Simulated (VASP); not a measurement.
Write the native input for VASP 6.6.1 that does the following.

- Task: single point
- Functional: PBEsol
- Potentials or basis: VASP PAW PBE potentials, release 64 (Hf_pv, B)
- Cutoff: 520 eV
- k mesh: 18 × 18 × 18
- Occupations: gaussian, width 0.15 eV
- Spin: no spin polarisation
- Dipole correction: no
- Further INCAR settings: ALGO = Normal; EDIFF = 1e-07; NBANDS = 14

The structure of HfB lies in POSCAR:

```
HfB
1.0
    0.0000000000      2.2984500000      2.2984500000
    2.3100000000     -0.0115500000      2.3100000000
    2.3100000000      2.3100000000     -0.0115500000
Hf B
1 1
Direct
    0.5000000000      0.5000000000      0.5000000000
    0.0000000000      0.0000000000      0.0000000000
```

This cell differs from its parent crystal: strain -0.0100 x Voigt [0, 0, 0, 1, 0, 0].

One way to write it, as run:

INCAR

```
SYSTEM = HfB
  PREC = Accurate
  ENCUT = 520
  EDIFF = 1E-7
  ISMEAR = 0
  SIGMA = 0.15
  LREAL = .False.
  LASPH = .True.
  NELM = 60
  ALGO = Normal
  ISIF = 2
  LWAVE = .False.
  LCHARG = .False.
  GGA = PS
  NBANDS = 14
```

KPOINTS

```
regular mesh
0
Gamma
  18 18 18
  0 0 0
```

Potentials or basis: VASP PAW PBE potentials, release 64 (Hf_pv, B).

Launch:

```sh
$ cat potpaw_PBE.64/Hf_pv/POTCAR potpaw_PBE.64/B/POTCAR > POTCAR
$ mpirun -np 1 vasp_std > vasp.out
```

Results of the run:

| Property | Result |
| --- | --- |
| Pressure | 24.6 GPa |
| Band gap on the k mesh | zero (an odd number of electrons rules out a gap without spin polarisation) |

Caveat: the cell differs from its parent crystal (strain -0.0100 x Voigt [0, 0, 0, 1, 0, 0]); the cell stands under pressure; the PAW data sets were made with another functional, which shifts forces and pressure a little; spin-orbit coupling is left out, which moves the levels of the heavy elements.

Run time: 3.2 min on 1 thread of Intel Xeon 8259CL, on a shared host, peak memory 0.4 GiB.
